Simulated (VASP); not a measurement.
# MnO2 (P-3m1) in VASP: a series of runs

Runs on MnO2. Level: LDA+U. Tasks: single point.

Program: VASP 6.6.1. These are calculated values, not measurements. Logs are shortened: lines on timing, memory, paths and dates and some standing lists are left out, and cuts for length are marked.

## Step 1: The cell of the first run

The structure is trigonal, space group P-3m1 (No. 164). The conventional cell has a = 2.857 Å, b = 2.857 Å, c = 4.601 Å, α = 90.00°, β = 90.00°, γ = 120.00°. Mn (site symmetry -3m) has 6 O at 1.90 Å within 2.5 Å. Within 2.6 Å of O (site symmetry 3m) lie 3 Mn at 1.90 Å and 3 O at 2.51 Å.

## Step 2: Single point, LDA+U, collinear spin, ferromagnetic start

Input file INCAR:

```
  PREC = Accurate
  ENCUT = 520
  EDIFF = 1E-7
  ISMEAR = -1
  SIGMA = 0.03
  LREAL = F
  LASPH = T
  NELM = 150
  ALGO = Normal
  ISIF = 2
  LWAVE = F
  LCHARG = T
  ISPIN = 2
  MAGMOM = 4 0 0
  LORBIT = 11
  LMAXMIX = 4
  LDAU = T
  LDAUTYPE = 2
  LDAUL = 2 -1
  LDAUU = 1.5 0
  LDAUJ = 0 0
  LDAUPRINT = 1
  LELF = T
  LVHAR = T
  NBANDS = 24
```

Input file KPOINTS:

```
Automatic mesh
0
Gamma
  11 11 6
```

Input file POSCAR:

```
MnO2
1.0
    2.8565781804      0.0000000000      0.0000000000
   -1.4282890902      2.4738692722      0.0000000000
    0.0000000000      0.0000000000      4.6013740589
Mn O
1 2
Direct
    0.0000000000      0.0000000000      0.5000000000
    0.6666666667      0.3333333333      0.2937074300
    0.3333333333      0.6666666667      0.7062925700
```

Potentials or basis: VASP PAW LDA potentials, release 64 (Mn_pv, O).

Run with:

```
$ cat potpaw_LDA.64/Mn_pv/POTCAR potpaw_LDA.64/O/POTCAR > POTCAR
$ mpirun -np 1 vasp_std > vasp.out
```

OUTCAR:

```text
PREC = Accurate
   ENCUT = 520
   EDIFF = 1E-7
   ISMEAR = -1
   LREAL = F
   LASPH = T
   NELM = 150
   ISIF = 2
   ISPIN = 2
   LORBIT = 11

 ion  position               nearest neighbor table
   1  0.000  0.000  0.500-   2 1.90   3 1.90   2 1.90   3 1.90   2 1.90   3 1.90
   2  0.667  0.333  0.294-   1 1.90   1 1.90   1 1.90
   3  0.333  0.667  0.706-   1 1.90   1 1.90   1 1.90

  LATTYP: Found a hexagonal cell.
 ALAT       =     2.8565781804
 C/A-ratio  =     1.6107992739

  Lattice vectors:

 A1 = (   2.8565781804,   0.0000000000,   0.0000000000)
 A2 = (  -1.4282890902,   2.4738692722,   0.0000000000)
 A3 = (   0.0000000000,   0.0000000000,   4.6013740589)

Analysis of symmetry for initial positions (statically):
=====================================================================
 Subroutine PRICEL returns:
 Original cell was already a primitive cell.

 Routine SETGRP: Setting up the symmetry group for a
 hexagonal supercell.

 Subroutine GETGRP returns: Found 12 space group operations
 (whereof 12 operations were pure point group operations)
 out of a pool of 24 trial point group operations.

The static configuration has the point symmetry D_3d.

Analysis of symmetry for dynamics (positions and initial velocities):
=====================================================================
 Subroutine PRICEL returns:
 Original cell was already a primitive cell.

 Routine SETGRP: Setting up the symmetry group for a
 hexagonal supercell.

 Subroutine GETGRP returns: Found 12 space group operations
 (whereof 12 operations were pure point group operations)
 out of a pool of 24 trial point group operations.

The dynamic configuration has the point symmetry D_3d.

Analysis of structural, dynamic, and magnetic symmetry:
=====================================================================
 Subroutine PRICEL returns:
[... 177 lines left out ...]
  o =  0.1219  v =  0.0000  0.0000  0.0000  0.0000  0.0000 -0.0000 -0.6745 -0.0000 -0.0000 -0.7383      0.0000  0.0000  0.0000  0.0000  0.0000  0.0000  0.0000  0.0000  0.0000  0.0000
  o =  0.3529  v =  0.0000  0.0000  0.0000  0.0000  0.0000 -0.6745 -0.0000  0.0000  0.7383  0.0000      0.0000  0.0000  0.0000  0.0000  0.0000  0.0000  0.0000  0.0000  0.0000  0.0000
  o =  0.3529  v =  0.0000  0.0000  0.0000  0.0000  0.0000  0.0000 -0.7383  0.0000 -0.0000  0.6745      0.0000  0.0000  0.0000  0.0000  0.0000  0.0000  0.0000  0.0000  0.0000  0.0000
  o =  0.5216  v =  0.6402 -0.0000 -0.0000 -0.7682  0.0000  0.0000  0.0000  0.0000  0.0000  0.0000      0.0000  0.0000  0.0000  0.0000  0.0000  0.0000  0.0000  0.0000  0.0000  0.0000
  o =  0.5216  v = -0.0000 -0.7682 -0.0000  0.0000  0.6402  0.0000  0.0000  0.0000  0.0000  0.0000      0.0000  0.0000  0.0000  0.0000  0.0000  0.0000  0.0000  0.0000  0.0000  0.0000
  o =  0.9522  v =  0.0000 -0.0000  1.0000  0.0000 -0.0000  0.0000  0.0000  0.0000  0.0000  0.0000      0.0000  0.0000  0.0000  0.0000  0.0000  0.0000  0.0000  0.0000  0.0000  0.0000
  o =  0.9531  v =  0.7682 -0.0000 -0.0000  0.6402 -0.0000  0.0000  0.0000  0.0000  0.0000  0.0000      0.0000  0.0000  0.0000  0.0000  0.0000  0.0000  0.0000  0.0000  0.0000  0.0000
  o =  0.9531  v = -0.0000 -0.6402 -0.0000 -0.0000 -0.7682  0.0000  0.0000  0.0000  0.0000  0.0000      0.0000  0.0000  0.0000  0.0000  0.0000  0.0000  0.0000  0.0000  0.0000  0.0000

 number of electron      24.9999997 magnetization       3.0000713

 Free energy of the ion-electron system (eV)
  ---------------------------------------------------
  ext. energy  EPLUGINS =         0.00000000
  ---------------------------------------------------
  free energy    TOTEN  =       -25.03853835 eV

  energy without entropy =      -25.03853835  energy(sigma->0) =      -25.03853835

 E-fermi :   3.3468     XC(G=0): -11.4390

 val. band max:        2.7783802343   @ k =   0.0909   0.0000   0.5000
 cond. band min:       3.9428548234   @ k =   0.0000   0.0000   0.5000
 fundamental gap:      1.1644745891
 Fermi energy:         3.3468123259

 spin component 1

 k-point     1 :       0.0000    0.0000    0.0000
  band No.  band energies     occupation
      1     -46.9410      1.00000
      2     -46.9410      1.00000
      3     -46.9076      1.00000
      4     -16.4079      1.00000
      5     -13.9639      1.00000
      6      -3.5579      1.00000
[... 1289 lines left out ...]
     23      24.3305      0.00000
     24      26.0333      0.00000

 [... further k-points ...]

------------------------ aborting loop because EDIFF is reached ----------------------------------------

  FORCE on cell =-STRESS in cart. coord.  units (eV):
  Direction    XX          YY          ZZ          XY          YZ          ZX
  --------------------------------------------------------------------------------------
  -------------------------------------------------------------------------------------
  Total       -1.3833822     -1.3833822     -0.9683144      0.0000000      0.0000000      0.0000000
  in kB      -68.1620070    -68.1620070    -47.7107882      0.0000000      0.0000000      0.0000000
  external PRESSURE =     -61.3449340 kB  Pullay stress =       0.0000000 kB

 VOLUME and BASIS-vectors are now :
 -----------------------------------------------------------------------------
  energy-cutoff  :      520.00
  volume of cell :       32.52
      direct lattice vectors                 reciprocal lattice vectors
     2.856578180  0.000000000  0.000000000     0.350069187  0.202112539  0.000000000
    -1.428289090  2.473869272  0.000000000     0.000000000  0.404225078  0.000000000
     0.000000000  0.000000000  4.601374059     0.000000000  0.000000000  0.217326387

 POSITION                                       TOTAL-FORCE (eV/Angst)
 -----------------------------------------------------------------------------------
      0.00000      0.00000      2.30069         0.000000      0.000000      0.000000
      1.42829      0.82462      1.35146         0.000000     -0.000000      0.371214
     -0.00000      1.64925      3.24992        -0.000000      0.000000     -0.371214
 -----------------------------------------------------------------------------------
    total drift:                               -0.000000      0.000000      0.000000

  FREE ENERGIE OF THE ION-ELECTRON SYSTEM (eV)
  ---------------------------------------------------
  free  energy   TOTEN  =       -25.0385383531 eV

  energy  without entropy=      -25.0385383530  energy(sigma->0) =      -25.03853835

 total charge

# of ion       s       p       d       tot
------------------------------------------
    1        0.361   6.476   4.933  11.770
    2        1.570   3.396   0.000   4.966
    3        1.570   3.396   0.000   4.966
--------------------------------------------------
tot          3.501  13.269   4.933  21.703

 magnetization (x)

# of ion       s       p       d       tot
------------------------------------------
    1        0.029   0.036   2.834   2.898
    2        0.003   0.011   0.000   0.014
    3        0.003   0.011   0.000   0.014
--------------------------------------------------
tot          0.035   0.058   2.834   2.927
```

stdout:

```text
POSCAR found type information on POSCAR MnO
 POSCAR found :  2 types and       3 ions
 scaLAPACK will be used
 LDA part: xc-table for (Slater(with rela. corr.)+CA(PZ))
 , standard interpolation
 POSCAR, INCAR and KPOINTS ok, starting setup
 FFT: planning ... GRIDC
 FFT: planning ... GRID_SOFT
 FFT: planning ... GRID
 WAVECAR not read
 entering main loop
```

Wall time 75 s (1 thread of AMD EPYC 9R45 (Zen 5), shared host); peak memory 0.18 GiB.

Results:

```
Free energy                                           : -25.0385 eV
Pressure                                              : -6.1 GPa
Largest force                                         : 0.371 eV/Å
Band gap on the k mesh                                : 1.16 eV (least direct gap 1.23 eV)
Net moment                                            : 3.00 μB per cell
Site moments                                          : Mn +2.90; O +0.01 μB
Valence electrons inside the program's atomic spheres : Mn 11.77; O 4.97
```

Forces in eV/Å, atoms in the order of the input:
```
Mn   0.000  0.000  0.000
O    0.000  0.000  0.371
O    0.000  0.000 -0.371
```

Eigenvalues of the final occupation matrices:
| site | spin | trace | eigenvalues |
| --- | --- | --- | --- |
| site 1 d | 1 | 3.90 | 0.52 0.52 0.95 0.95 0.95 |
| site 1 d | 2 | 1.07 | 0.12 0.12 0.12 0.35 0.35 |

Caveat: the cell stands under tension; a cell with one magnetic atom can't hold antiferromagnetic order, which such compounds often take.

## Step 3: Single point, LDA+U, collinear spin, ferromagnetic start

Input file INCAR:

```
SYSTEM = MnO2
PREC = Accurate ; ENCUT = 520
EDIFF = 1E-7 ; ISMEAR = -1
SIGMA = 0.03 ; LREAL = .FALSE.
LASPH = .TRUE. ; NELM = 150
ALGO = Normal ; ISIF = 2
LWAVE = .FALSE. ; LCHARG = .FALSE.
ISPIN = 2 ; MAGMOM = 4 0 0
LORBIT = 11 ; LMAXMIX = 4
LDAU = .TRUE. ; LDAUTYPE = 2
LDAUL = 2 -1 ; LDAUU = 1.5 0
LDAUJ = 0 0 ; LDAUPRINT = 1
GGA = CA ; NBANDS = 24
```

Input file KPOINTS:

```
regular mesh
0
G
  11 11 6
  0 0 0
```

POSCAR is that of step 2.

Potentials or basis: VASP PAW LDA potentials, release 64 (Mn_pv, O).

Run with:

```
$ cat potpaw_LDA.64/Mn_pv/POTCAR potpaw_LDA.64/O/POTCAR > POTCAR
$ mpirun -np 1 vasp_std > vasp.out
```

OUTCAR:

```text
SYSTEM = MnO2
   PREC = Accurate
   ENCUT = 520
   EDIFF = 1E-7
   ISMEAR = -1
   LREAL = .FALSE.
   LASPH = .TRUE.
   NELM = 150
   ISIF = 2
   ISPIN = 2
   LORBIT = 11
   GGA = CA

 ion  position               nearest neighbor table
   1  0.000  0.000  0.500-   2 1.90   3 1.90   2 1.90   3 1.90   2 1.90   3 1.90
   2  0.667  0.333  0.294-   1 1.90   1 1.90   1 1.90
   3  0.333  0.667  0.706-   1 1.90   1 1.90   1 1.90

  LATTYP: Found a hexagonal cell.
 ALAT       =     2.8565781804
 C/A-ratio  =     1.6107992739

  Lattice vectors:

[... 1554 lines left out ...]
  energy-cutoff  :      520.00
  volume of cell :       32.52
      direct lattice vectors                 reciprocal lattice vectors
     2.856578180  0.000000000  0.000000000     0.350069187  0.202112539  0.000000000
    -1.428289090  2.473869272  0.000000000     0.000000000  0.404225078  0.000000000
     0.000000000  0.000000000  4.601374059     0.000000000  0.000000000  0.217326387

 POSITION                                       TOTAL-FORCE (eV/Angst)
 -----------------------------------------------------------------------------------
      0.00000      0.00000      2.30069         0.000000      0.000000      0.000000
      1.42829      0.82462      1.35146         0.000000     -0.000000      0.371214
     -0.00000      1.64925      3.24992        -0.000000      0.000000     -0.371214
 -----------------------------------------------------------------------------------
    total drift:                               -0.000000      0.000000      0.000000

  FREE ENERGIE OF THE ION-ELECTRON SYSTEM (eV)
  ---------------------------------------------------
  free  energy   TOTEN  =       -25.0385383531 eV

  energy  without entropy=      -25.0385383530  energy(sigma->0) =      -25.03853835

 total charge

# of ion       s       p       d       tot
------------------------------------------
    1        0.361   6.476   4.933  11.770
    2        1.570   3.396   0.000   4.966
    3        1.570   3.396   0.000   4.966
--------------------------------------------------
tot          3.501  13.269   4.933  21.703

 magnetization (x)

# of ion       s       p       d       tot
------------------------------------------
    1        0.029   0.036   2.834   2.898
    2        0.003   0.011   0.000   0.014
    3        0.003   0.011   0.000   0.014
--------------------------------------------------
tot          0.035   0.058   2.834   2.927
```

OSZICAR:

```text
N       E                     dE             d eps       ncg     rms          rms(c)
DAV:   1     0.241063995530E+03    0.24106E+03   -0.14021E+04  8080   0.119E+03
DAV:   2    -0.177783616207E+02   -0.25884E+03   -0.24277E+03  8840   0.359E+02
DAV:   3    -0.320019217092E+02   -0.14224E+02   -0.14148E+02  9352   0.910E+01
DAV:   4    -0.321270594556E+02   -0.12514E+00   -0.12513E+00  8936   0.897E+00
DAV:   5    -0.321284484504E+02   -0.13890E-02   -0.13890E-02  9560   0.909E-01    0.313E+01
DAV:   6    -0.304614953301E+02    0.16670E+01   -0.81606E+01  9712   0.757E+01    0.382E+01
DAV:   7    -0.261620502397E+02    0.42994E+01   -0.91930E+01  9312   0.741E+01    0.147E+01
DAV:   8    -0.251965918229E+02    0.96546E+00   -0.27307E+00  9008   0.154E+01    0.578E+00
DAV:   9    -0.250338437337E+02    0.16275E+00   -0.89620E-01 11152   0.926E+00    0.229E+00
DAV:  10    -0.250413998724E+02   -0.75561E-02   -0.96758E-02  8416   0.202E+00    0.122E+00
DAV:  11    -0.250384823325E+02    0.29175E-02   -0.71849E-03  9312   0.653E-01    0.459E-01
DAV:  12    -0.250386174905E+02   -0.13516E-03   -0.78260E-04  9288   0.307E-01    0.155E-01
DAV:  13    -0.250385310389E+02    0.86452E-04   -0.66945E-04  9816   0.273E-01    0.414E-02
DAV:  14    -0.250385349627E+02   -0.39237E-05   -0.79098E-05  9176   0.744E-02    0.306E-02
DAV:  15    -0.250385387046E+02   -0.37419E-05   -0.62331E-06  8976   0.228E-02    0.166E-02
DAV:  16    -0.250385383164E+02    0.38821E-06   -0.63053E-06  9088   0.265E-02    0.351E-03
DAV:  17    -0.250385383531E+02   -0.36714E-07   -0.47317E-07  7568   0.621E-03
   1 F= -.25038538E+02 E0= -.25038538E+02  d E =-.102336E-09  mag=     3.0000
```

Run time: 74 s. Hardware: 1 thread of AMD EPYC 9R45 (Zen 5), shared host; peak memory 0.18 GiB.

Results:

- Free energy: -25.0385 eV
- Pressure: -6.1 GPa
- Largest force: 0.371 eV/Å
- Band gap on the k mesh: 1.16 eV (least direct gap 1.23 eV)
- Net moment: 3.00 μB per cell
- Site moments: Mn +2.90; O +0.01 μB
- Valence electrons inside the program's atomic spheres: Mn 11.77; O 4.97

Forces in eV/Å, atoms in the order of the input:
```
Mn   0.000  0.000  0.000
O    0.000  0.000  0.371
O    0.000  0.000 -0.371
```

Levels at points of the mesh, in eV from the valence-band top:
Spin up:
| k point | band 11 | band 12 | band 13 | band 14 | band 15 | band 16 | band 17 | band 18 |
| --- | --- | --- | --- | --- | --- | --- | --- | --- |
| (0.00, 0.00, 0.00) | -1.20 | -1.20 | -0.93 | -0.47 | 2.96 | 2.96 | 7.16 | 10.39 |
| (0.00, 0.00, 0.50) | -2.31 | -1.25 | -1.25 | -0.07 | 3.01 | 3.01 | 9.21 | 9.57 |
Spin down:
| k point | band 8 | band 9 | band 10 | band 11 | band 12 | band 13 | band 14 | band 15 |
| --- | --- | --- | --- | --- | --- | --- | --- | --- |
| (0.00, 0.00, 0.00) | -4.79 | -1.13 | -1.13 | -0.82 | 1.17 | 1.17 | 2.76 | 4.50 |
| (0.00, 0.00, 0.50) | -4.31 | -2.22 | -1.18 | -1.18 | 1.16 | 1.16 | 2.88 | 4.55 |

Eigenvalues of the final occupation matrices:
```
    site  spin  trace               eigenvalues
site 1 d     1   3.90  0.52 0.52 0.95 0.95 0.95
site 1 d     2   1.07  0.12 0.12 0.12 0.35 0.35
```

Caveat: the cell stands under tension; a cell with one magnetic atom can't hold antiferromagnetic order, which such compounds often take.

## Step 4: Single point, LDA+U, collinear spin, ferromagnetic start

Input file INCAR:

```
PREC = Accurate
ENCUT = 520
EDIFF = 1E-6
ISMEAR = -1
SIGMA = 0.03
LREAL = False
LASPH = True
NELM = 150
ALGO = Normal
ISIF = 2
LWAVE = False
LCHARG = True
ISPIN = 2
MAGMOM = 4 0 0
LORBIT = 11
LMAXMIX = 4
LDAU = True
LDAUTYPE = 2
LDAUL = 2 -1
LDAUU = 3 0
LDAUJ = 0 0
LDAUPRINT = 1
LELF = True
LVHAR = True
NBANDS = 24
```

Input file KPOINTS:

```
Automatic mesh
0
Gamma
  11 11 6
```

POSCAR is that of step 3.

Run with:

```
$ cat potpaw_LDA.64/Mn_pv/POTCAR potpaw_LDA.64/O/POTCAR > POTCAR
$ mpirun -np 1 vasp_std > vasp.out
```

Run time: 67 s. Hardware: 1 thread of AMD EPYC 9R45 (Zen 5), shared host; peak memory 0.18 GiB.

The run converged. Its results:

```yaml
Free_energy: -24.0061 eV
Pressure: -4.2 GPa
Largest_force: 0.273 eV/Å
Band_gap_on_the_k_mesh: 1.79 eV (least direct gap 2.03 eV)
Net_moment: 3.00 μB per cell
Site_moments: Mn +3.02; O -0.04 μB
Valence_electrons_inside_the_program's_atomic_spheres: Mn 11.76; O 4.97
```

Forces on the atoms (eV/Å):
```
Mn   0.000  0.000  0.000
O    0.000  0.000  0.273
O    0.000  0.000 -0.273
```

Stress tensor (GPa, compression positive):
```
-4.44  0.00  0.00
 0.00 -4.44  0.00
 0.00  0.00 -3.83
```

Levels at points of the mesh, in eV from the valence-band top:
Spin up:
```csv
k point,band 12,band 13,band 14,band 15,band 16,band 17
"(0.00, 0.00, 0.00)",-0.83,-0.61,-0.54,3.18,3.18,7.49
"(0.00, 0.00, 0.50)",-0.87,-0.87,-0.12,3.24,3.24,9.55
```
Spin down:
| k point | band 8 | band 9 | band 10 | band 11 | band 12 | band 13 | band 14 | band 15 |
| --- | --- | --- | --- | --- | --- | --- | --- | --- |
| (0.00, 0.00, 0.00) | -4.38 | -0.84 | -0.84 | -0.52 | 2.01 | 2.01 | 3.53 | 4.96 |
| (0.00, 0.00, 0.50) | -3.88 | -1.92 | -0.88 | -0.88 | 2.00 | 2.00 | 3.62 | 5.01 |

Eigenvalues of the final occupation matrices:
| site | spin | trace | eigenvalues |
| --- | --- | --- | --- |
| site 1 d | 1 | 3.95 | 0.54 0.54 0.96 0.96 0.96 |
| site 1 d | 2 | 1.00 | 0.10 0.11 0.11 0.34 0.34 |

Caveat: the cell stands under tension; a cell with one magnetic atom can't hold antiferromagnetic order, which such compounds often take. The state reached can hang on the start; a lower one may exist.
